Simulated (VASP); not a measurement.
# BaS (R3m) in VASP: single point with HSE06

Aim: the single point of BaS with HSE06.

All numbers are computed with VASP 6.6.1; they aren't measurements. Logs are shortened: lines on timing, memory, paths and dates and some standing lists are left out, and cuts for length are marked.

## (1) The cell of the first run

It takes space group R3m (No. 160, trigonal). Conventional cell: a = 5.264 Å, b = 5.264 Å, c = 11.062 Å, α = 90.00°, β = 90.00°, γ = 120.00°. Ba (site symmetry 3m) has 4 S at 3.03 to 3.11 Å within 4.0 Å. S (site symmetry 3m) has 4 Ba at 3.03 to 3.11 Å within 4.0 Å.

## (2) Single point, HSE06 (epitaxial 111 strain +5.8%)

The input, POSCAR:

```
BaS
1.0
   -0.3526282156      3.3695016733      3.3695016733
    3.3695016733     -0.3526282156      3.3695016733
    3.3695016733      3.3695016733     -0.3526282156
Ba S
1 1
Direct
   -0.0121363184     -0.0121363184     -0.0121363184
    0.2621363184      0.2621363184      0.2621363184
```

The input, INCAR.step1:

```
SYSTEM = BaS
  PREC = Accurate
  ENCUT = 520
  EDIFF = 1E-5
  ISMEAR = 0
  SIGMA = 0.01
  LREAL = .FALSE.
  LASPH = .TRUE.
  NELM = 60
  ALGO = Normal
  ISIF = 2
  LWAVE = .TRUE.
  NBANDS = 15
  GGA = PE
```

The input, INCAR.step2:

```
SYSTEM = BaS
  PREC = Accurate
  ENCUT = 520
  EDIFF = 1E-7
  ISMEAR = 0
  SIGMA = 0.01
  LREAL = .FALSE.
  LASPH = .TRUE.
  NELM = 60
  ALGO = Normal
  ISIF = 2
  LWAVE = .FALSE.
  LCHARG = .TRUE.
  GGA = PE
  LHFCALC = .TRUE.
  HFSCREEN = 0.2079
  PRECFOCK = Normal
  LELF = .TRUE.
  LVHAR = .TRUE.
  NBANDS = 15
  ISTART = 1
```

The input, KPOINTS:

```
regular mesh
0
G
  4 4 4
  0 0 0
```

Potentials or basis: VASP PAW PBE potentials, release 64 (Ba_sv, S).

Run with:

```console
> cat potpaw_PBE.64/Ba_sv/POTCAR potpaw_PBE.64/S/POTCAR > POTCAR
> cp INCAR.step1 INCAR
> mpirun -np 1 vasp_std > vasp.out
> cp INCAR.step2 INCAR
> mpirun -np 1 vasp_std > vasp.out
```

OUTCAR:

```text
SYSTEM = BaS
   PREC = Accurate
   ENCUT = 520
   EDIFF = 1E-7
   ISMEAR = 0
   LREAL = .FALSE.
   LASPH = .TRUE.
   NELM = 60
   ISIF = 2
   GGA = PE
   LHFCALC = .TRUE.
   HFSCREEN = 0.2079
   PRECFOCK = Normal
   ISTART = 1

 ion  position               nearest neighbor table
   1  0.988  0.988  0.988-   2 3.03   2 3.11   2 3.11   2 3.11
   2  0.262  0.262  0.262-   1 3.03   1 3.11   1 3.11   1 3.11

  LATTYP: Found a trigonal (rhomboedric) cell.
 ALAT       =     4.7782245355
 COS(alpha) =     0.3931938961

  Lattice vectors:

 A1 = (  -0.3526282156,   3.3695016733,   3.3695016733)
 A2 = (   3.3695016733,  -0.3526282156,   3.3695016733)
 A3 = (   3.3695016733,   3.3695016733,  -0.3526282156)

Analysis of symmetry for initial positions (statically):
=====================================================================
 Subroutine PRICEL returns:
 Original cell was already a primitive cell.

 Routine SETGRP: Setting up the symmetry group for a
 trigonal (rhombohedral) supercell.

 Subroutine GETGRP returns: Found  6 space group operations
 (whereof  6 operations were pure point group operations)
 out of a pool of 12 trial point group operations.

The static configuration has the point symmetry C_3v.

Analysis of symmetry for dynamics (positions and initial velocities):
=====================================================================
 Subroutine PRICEL returns:
 Original cell was already a primitive cell.

 Routine SETGRP: Setting up the symmetry group for a
 trigonal (rhombohedral) supercell.

 Subroutine GETGRP returns: Found  6 space group operations
 (whereof  6 operations were pure point group operations)
 out of a pool of 12 trial point group operations.

The dynamic configuration has the point symmetry C_3v.

 Subroutine INISYM returns: Found  6 space group operations
 (whereof  6 operations are pure point group operations),
 and found     1 'primitive' translations

----------------------------------------------------------------------------------------

                                     Primitive cell

  volume of cell :      88.4784

  direct lattice vectors                    reciprocal lattice vectors
    -0.352628216  3.369501673  3.369501673    -0.126914471  0.141748910  0.141748910
     3.369501673 -0.352628216  3.369501673     0.141748910 -0.126914471  0.141748910
     3.369501673  3.369501673 -0.352628216     0.141748910  0.141748910 -0.126914471

  length of vectors
     4.778224535  4.778224535  4.778224535     0.237261016  0.237261016  0.237261016
[... 88 lines left out ...]
     AMIX     =   0.40;   BMIX     =  1.00
     AMIX_MAG =   1.60;   BMIX_MAG =  1.00
  volume/ion in A,a.u.               =      44.24       298.54
  Fermi-wavevector in a.u.,A,eV,Ry     =   0.925768  1.749449 11.660833  0.857047
  Thomas-Fermi vector in A             =   2.051658
   LORBIT       =      0    0 simple, 1 ext, 2 COOP (PROOUT), +10 PAW based schemes
   GGA     = PE    functional components
   LHFCALC =     T    Hartree Fock is set to
   PRECFOCK=normal    Normal, Fast or Accurate (Low or Medium for compatibility)
   ENCUT4O =  -1.0   cutoff for four orbital integrals eV
   NKREDX  =     1    reduce k-point grid by
   NKREDY  =     1    reduce k-point grid by
   NKREDZ  =     1    reduce k-point grid by
   AEXX    =    0.2500 exact exchange contribution
   HFSCREEN=    0.2079 screening length (either q_TF or 0.3 A-1)
   HFSCREENC=   0.2079 screening length for correlation (either q_TF or 0.3 A-1)
   ENCUTFOCK=  -1.0 apply spherical cutoff to Coloumb kernel
   IVDW    =     0    specifies the selected vdW correction
   LEPSILON=     F    determine dielectric tensor
   LRPA    =     F    only Hartree local field effects (RPA)
 non-spin polarized calculation
 Gauss-broadening in eV      SIGMA  =   0.01
  energy-cutoff  :      520.00
  volume of cell :       88.48
 maximum number of plane-waves:      2396
  NGX = 28; NGY = 28; NGZ = 28

 number of electron      16.0000001 magnetization

 Free energy of the ion-electron system (eV)
  ---------------------------------------------------
  ext. energy  EPLUGINS =         0.00000000
  ---------------------------------------------------
  free energy    TOTEN  =       -10.98546084 eV

  energy without entropy =      -10.98546084  energy(sigma->0) =      -10.98546084

 E-fermi :  -0.7053     XC(G=0):  -6.0243

 val. band max:       -0.8445070901   @ k =  -0.2500   0.5000   0.2500
 cond. band min:       2.6941117481   @ k =   0.0000   0.0000   0.0000
 fundamental gap:      3.5386188382
 Fermi energy:        -0.7053416724

 k-point     1 :       0.0000    0.0000    0.0000
  band No.  band energies     occupation
      1     -28.8432      2.00000
      2     -13.0025      2.00000
      3     -12.9452      2.00000
      4     -12.9452      2.00000
      5     -11.6944      2.00000
      6      -1.5665      2.00000
      7      -1.5665      2.00000
      8      -1.2029      2.00000
      9       2.6941      0.00000
     10       5.1846      0.00000
     11       5.1846      0.00000
     12       6.7668      0.00000
     13       7.3661      0.00000
     14       7.3661      0.00000
[... 203 lines left out ...]
      2     -13.5975      2.00000
      3     -13.0186      2.00000
      4     -13.0186      2.00000
      5     -11.2174      2.00000
      6      -1.4006      2.00000
      7      -1.4006      2.00000
      8      -1.2610      2.00000
      9       4.4992      0.00000
     10       5.5584      0.00000
     11       5.5584      0.00000
     12       5.6628      0.00000
     13       7.0566      0.00000
     14       7.0567      0.00000
     15       9.9899      0.00000

------------------------ aborting loop because EDIFF is reached ----------------------------------------

  FORCE on cell =-STRESS in cart. coord.  units (eV):
  Direction    XX          YY          ZZ          XY          YZ          ZX
  --------------------------------------------------------------------------------------
  -------------------------------------------------------------------------------------
  Total       -0.5041655     -0.5041655     -0.5041655      0.3359309      0.3359309      0.3359309
  in kB       -9.1294834     -9.1294834     -9.1294834      6.0830733      6.0830733      6.0830733
  external PRESSURE =      -9.1294834 kB  Pullay stress =       0.0000000 kB

 VOLUME and BASIS-vectors are now :
 -----------------------------------------------------------------------------
  energy-cutoff  :      520.00
  volume of cell :       88.48
      direct lattice vectors                 reciprocal lattice vectors
    -0.352628216  3.369501673  3.369501673    -0.126914471  0.141748910  0.141748910
     3.369501673 -0.352628216  3.369501673     0.141748910 -0.126914471  0.141748910
     3.369501673  3.369501673 -0.352628216     0.141748910  0.141748910 -0.126914471

 POSITION                                       TOTAL-FORCE (eV/Angst)
 -----------------------------------------------------------------------------------
      6.30887      6.30887      6.30887         0.009883      0.009883      0.009883
      1.67410      1.67410      1.67410        -0.009883     -0.009883     -0.009883
 -----------------------------------------------------------------------------------
    total drift:                                0.000051      0.000052      0.000052

  FREE ENERGIE OF THE ION-ELECTRON SYSTEM (eV)
  ---------------------------------------------------
  free  energy   TOTEN  =       -10.9854608403 eV

  energy  without entropy=      -10.9854608403  energy(sigma->0) =      -10.98546084
```

OSZICAR.step1:

```text
N       E                     dE             d eps       ncg     rms          rms(c)
DAV:   1     0.874326465351E+02    0.87433E+02   -0.62886E+03   390   0.880E+02
DAV:   2    -0.393597910279E+01   -0.91369E+02   -0.83146E+02   523   0.163E+02
DAV:   3    -0.104752269082E+02   -0.65392E+01   -0.64841E+01   546   0.467E+01
DAV:   4    -0.106636397949E+02   -0.18841E+00   -0.18839E+00   517   0.782E+00
DAV:   5    -0.106670272244E+02   -0.33874E-02   -0.33873E-02   589   0.897E-01    0.492E+00
DAV:   6    -0.969220757151E+01    0.97482E+00   -0.13433E+00   439   0.633E+00    0.330E+00
DAV:   7    -0.965651787383E+01    0.35690E-01   -0.38042E-01   488   0.301E+00    0.243E+00
DAV:   8    -0.966723016739E+01   -0.10712E-01   -0.35644E-02   446   0.117E+00    0.742E-01
DAV:   9    -0.967753109480E+01   -0.10301E-01   -0.15907E-02   390   0.861E-01    0.385E-01
DAV:  10    -0.968039128555E+01   -0.28602E-02   -0.11913E-03   467   0.193E-01    0.139E-01
DAV:  11    -0.968186558908E+01   -0.14743E-02   -0.19811E-03   390   0.225E-01    0.327E-02
DAV:  12    -0.968190115763E+01   -0.35569E-04   -0.97111E-05   566   0.474E-02    0.326E-02
DAV:  13    -0.968192425492E+01   -0.23097E-04   -0.29423E-05   417   0.325E-02    0.126E-02
DAV:  14    -0.968192531609E+01   -0.10612E-05   -0.10381E-06   433   0.674E-03
   1 F= -.96819253E+01 E0= -.96819253E+01  d E =-.809388E-21
```

Wall time 21 min (1 thread of Intel Xeon Platinum 8259CL at 2.50GHz (Skylake/Cascade Lake), shared host); peak memory 0.33 GiB.

What came out:

| Item | Value |
| --- | --- |
| Free energy | -10.9855 eV |
| Pressure | -0.9 GPa |
| Largest force | 0.017 eV/Å |
| Band gap on the k mesh | 3.54 eV (least direct gap 3.90 eV) |

Forces in eV/Å, atoms in the order of the input:
```
Ba   0.010  0.010  0.010
S   -0.010 -0.010 -0.010
```

Stress tensor (GPa, compression positive):
```
-0.91  0.61  0.61
 0.61 -0.91  0.61
 0.61  0.61 -0.91
```

Caveat: the cell differs from its parent crystal (epitaxial 111 strain +5.8%); the structure was generated, so it needn't be the stable form of BaS; the PAW data sets were made with another functional, which shifts forces and pressure a little; spin-orbit coupling is left out, which moves the levels of the heavy elements. A k mesh can miss the band edges.
